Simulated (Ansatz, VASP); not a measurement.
## Two plane-wave programs on Cu

Contents of INCAR:

```
SYSTEM = Cu
  PREC = Accurate
  ENCUT = 520
  EDIFF = 1E-6
  ISMEAR = 0
  SIGMA = 0.15
  LREAL = .False.
  LASPH = .True.
  NELM = 60
  ALGO = Fast
  ISIF = 2
  LWAVE = .False.
  LCHARG = .False.
  GGA = PE
  NBANDS = 12
```

File KPOINTS:

```
Automatic mesh
0
Gamma
  24 24 24
  0 0 0
```

Contents of POSCAR:

```
Cu
1.0
   -1.5132651084      1.5132651084      1.3098822779
    1.5132651084     -1.5132651084      1.3098822779
    1.5132651084      1.5132651084     -1.3098822779
Cu
1
Direct
    0.0000000000      0.0000000000      0.0000000000
```

Input for Ansatz:

```yaml
crystal:
  lattice:
    - [-1.5132651084, 1.5132651084, 1.3098822779]
    - [1.5132651084, -1.5132651084, 1.3098822779]
    - [1.5132651084, 1.5132651084, -1.3098822779]
  atoms:
    - { symbol: Cu, position: [0.0, 0.0, 0.0] }
basis:
  ecutwfc: 520.0
kpoints:
  mp_grid: { grid: [24, 24, 24] }
hamiltonian:
  xc: pbe
  pseudopotentials: { kind: paw, azcp: { folder: soft_1 } }
scf:
  occupations: { method: gaussian, width: 0.15 }
output:
  forces: true
  stress: true
  eigenvalues: true
```

Alike in both runs: task single point; functional PBE; k mesh 24 × 24 × 24; occupations gaussian, width 0.15 eV; no spin polarisation.

```csv
,VASP,Ansatz
version,VASP 6.6.1,Ansatz 0.2.0
potentials or method,"VASP PAW PBE potentials, release 64 (Cu), cutoff 520 eV","scalar-relativistic, plane waves, PAW"
valence electrons in the cell,11,19
```

|  | VASP | Ansatz | Ansatz less VASP |
| --- | --- | --- | --- |
| gap on the k mesh at the Fermi level (eV) | none | none | - |
| pressure (GPa) | 1.3 | 0.5 | -0.71 |
| traceless stress, the component that is largest in VASP (GPa) | 1.79 | 1.79 | +0.004 |

A gap of «none» marks a metal or a gap that the smearing closes. The functional is the same, so the differences come from potentials, cutoffs and numerics. VASP's potentials hold 11 valence electrons a cell and Ansatz's 19, so a difference there can come from the potentials and not from the codes.
